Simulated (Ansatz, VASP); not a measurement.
# Be6S: VASP beside Ansatz

The input INCAR:

```
PREC = Accurate ; ENCUT = 520
EDIFF = 1E-7 ; ISMEAR = 0
SIGMA = 0.2 ; LREAL = F
LASPH = T ; NELM = 100
ALGO = Normal ; ISIF = 2
LWAVE = F ; LCHARG = F
GGA = PE ; NBANDS = 18
```

File KPOINTS:

```
regular mesh
0
Gamma
  6 6 4
```

File POSCAR:

```
Be6S
1.0
    3.9356916778      0.0000000000      0.0000000000
   -1.9678458389      3.4084089745      0.0000000000
    0.0000000000      0.0000000000      5.8612113310
Be S
6 1
Direct
    0.0000000000      0.0000000000      0.6586122742
    0.6343039498      0.6343039498      0.2950194471
    0.0000000000      0.3656960502      0.2950194471
    0.3656960502      1.0000000000      0.2950194471
    0.6666666667      0.3333333333      0.5853808729
    0.3333333333      0.6666666667      0.5853808729
    0.0000000000      1.0000000000      0.0455676386
```

Input for Ansatz:

```yaml
crystal:
  lattice:
    - [3.9356916778, 0.0, 0.0]
    - [-1.9678458389, 3.4084089745, 0.0]
    - [0.0, 0.0, 5.861211331]
  atoms:
    - { symbol: Be, position: [0.0, 0.0, 0.6586122742] }
    - { symbol: Be, position: [0.6343039498, 0.6343039498, 0.2950194471] }
    - { symbol: Be, position: [0.0, 0.3656960502, 0.2950194471] }
    - { symbol: Be, position: [0.3656960502, 1.0, 0.2950194471] }
    - { symbol: Be, position: [0.6666666667, 0.3333333333, 0.5853808729] }
    - { symbol: Be, position: [0.3333333333, 0.6666666667, 0.5853808729] }
    - { symbol: S, position: [0.0, 1.0, 0.0455676386] }
basis:
  ecutwfc: 420
kpoints:
  mp_grid: { grid: [6, 6, 4] }
hamiltonian:
  xc: pbe
scf:
  occupations: { method: gaussian, width: 0.2 }
  lower_state_search: "off"
output:
  forces: true
  stress: true
  eigenvalues: true
```

Alike in both runs: task single point; functional PBE; k mesh 6 × 6 × 4; occupations gaussian, width 0.2 eV; no spin polarisation.

|  | VASP | Ansatz |
| --- | --- | --- |
| version | VASP 6.6.1 | Ansatz 0.2.0 |
| potentials or method | VASP PAW PBE potentials, release 64 (Be, S), cutoff 520 eV | scalar-relativistic, plane waves, PAW |
| valence electrons in the cell | 18 | 18 |

Ansatz gave:

* gap on the k mesh at the Fermi level (eV): none
* pressure (GPa): 0.0
* traceless stress, the component that is largest in VASP (GPa): 0.48
* rms of the force components (eV/Å): 0.020

**Question.** Which values does VASP return?

**Answer.** gap on the k mesh at the Fermi level (eV): none; pressure (GPa): 0.1; traceless stress, the component that is largest in VASP (GPa): 0.54; rms of the force components (eV/Å): 0.025.

Atom by atom the forces differ by 0.006 eV/Å (rms over components). A gap of «none» marks a metal or a gap that the smearing closes.
